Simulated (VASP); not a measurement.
Write the native input for VASP 6.6.1 that does the following.

```yaml
Task: single point
Functional: LDA
Potentials_or_basis: VASP PAW LDA potentials, release 64 (I, Cu)
Cutoff: 520 eV
k_mesh: 10 × 10 × 6
Occupations: fermi-dirac, width 0.08 eV
Spin: no spin polarisation
Dipole_correction: no
Further_INCAR_settings: ALGO = Normal; EDIFF = 1e-07; NBANDS = 26
```

The structure of CuI (anti NiAs type) lies in POSCAR:

```
CuI
1.0
    3.7770825492      0.0000000000      0.0000000000
   -1.8885412746      3.2710494398      0.0000000000
    0.0000000000      0.0000000000      7.1023831410
I Cu
2 2
Direct
    0.0000000000      0.0000000000      0.0000000000
    0.0000000000      0.0000000000      0.5000000000
    0.3333333333      0.6666666667      0.2500000000
    0.6666666667      0.3333333333      0.7500000000
```

One way to write it, as run:

INCAR

```
PREC = Accurate ; ENCUT = 520
EDIFF = 1E-7 ; ISMEAR = -1
SIGMA = 0.08 ; LREAL = False
LASPH = True ; NELM = 100
ALGO = Normal ; ISIF = 2
LWAVE = False ; LCHARG = False
NBANDS = 26
```

KPOINTS

```
regular mesh
0
Gamma
  10 10 6
```

Potentials or basis: VASP PAW LDA potentials, release 64 (I, Cu).

Run with:

```bash
$ cat potpaw_LDA.64/I/POTCAR potpaw_LDA.64/Cu/POTCAR > POTCAR
$ mpirun -np 1 vasp_std > vasp.out
```

It gave:

- Pressure: -0.5 GPa
- Band gap on the k mesh: zero (bands 18 and 19 overlap by 0.45 eV)

Caveat: semilocal functionals underestimate gaps, and a narrow one can read as zero; spin-orbit coupling is left out, which moves the levels of the heavy elements.

It took 2.6 min on 1 thread of Oxide Virtual Turin-like Processor, with other jobs on the host, peak memory 0.21 GiB.
